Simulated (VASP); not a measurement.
Here is a VASP 6.6.1 calculation.

INCAR

```
  ALGO = Normal
  EDIFF = 1E-6
  ENCUT = 520
  GGA = PS
  ISIF = 2
  ISMEAR = 0
  LASPH = True
  LCHARG = False
  LREAL = False
  LWAVE = False
  NBANDS = 15
  NELM = 60
  PREC = Accurate
  SIGMA = 0.05
```

File KPOINTS:

```
k-points
0
Gamma
  6 6 6
```

POSCAR

```
KBr
1.0
    0.0000000000      3.4242000000      3.4242000000
    3.4242000000      0.0000000000      3.4242000000
    3.4242000000      3.4242000000      0.0000000000
K Br
1 1
Direct
    0.0000000000      0.0000000000      0.0000000000
    0.5000000000      0.5000000000      0.5000000000
```

Potentials or basis: VASP PAW PBE potentials, release 64 (K_sv, Br).

Run with:

```bash
$ cat potpaw_PBE.64/K_sv/POTCAR potpaw_PBE.64/Br/POTCAR > POTCAR
$ mpirun -np 1 vasp_std > vasp.out
```

Problem. Estimate the pressure.

Solution. -1.5 GPa.

Problem. Predict the band gap on the k mesh.

Solution. 4.03 eV, direct.

Caveat: the cell differs from its parent crystal (strain +0.040 along x and y, +0.040 along z); the PAW data sets were made with another functional, which shifts forces and pressure a little.
